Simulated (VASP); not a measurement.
Yb, 1 atom in the cell. Symmetry: Im-3m, No. 229, cubic system. Conventional cell: a = 3.991 Å, b = 3.991 Å, c = 3.991 Å, α = 90.00°, β = 90.00°, γ = 90.00°. Yb (site symmetry m-3m) has 14 Yb at 3.46 to 3.99 Å within 4.5 Å. This isn't the form of Yb at room conditions, which is fcc.

| Property | Result |
| --- | --- |
| Program | VASP 6.6.1 |
| Task | single point |
| Functional | PBEsol |
| Potentials or basis | VASP PAW PBE potentials, release 64 (Yb) |
| Cutoff | 520 eV |
| k mesh | 10 × 10 × 10 |
| Occupations | fermi-dirac, width 0.1 eV |
| Spin | no spin polarisation |
| Dipole correction | no |
| Further INCAR settings | ALGO = Normal; EDIFF = 1e-07; NBANDS = 18 |

Potentials or basis: VASP PAW PBE potentials, release 64 (Yb).

The run is started by

```bash
$ cat potpaw_PBE.64/Yb/POTCAR > POTCAR
$ mpirun -np 1 vasp_std > vasp.out
```

Hardware: 1 thread of Intel(R) Xeon(R) Platinum 8259CL CPU @ 2.50GHz (Skylake/Cascade Lake), on a shared host.

Task: How long does it take, and how much memory?

Result: Run time: 52 s on 1 thread of Intel(R) Xeon(R) Platinum 8259CL CPU @ 2.50GHz (Skylake/Cascade Lake), with other jobs on the host, peak memory 0.18 GiB. Counts: scf iterations 21, k points 47.
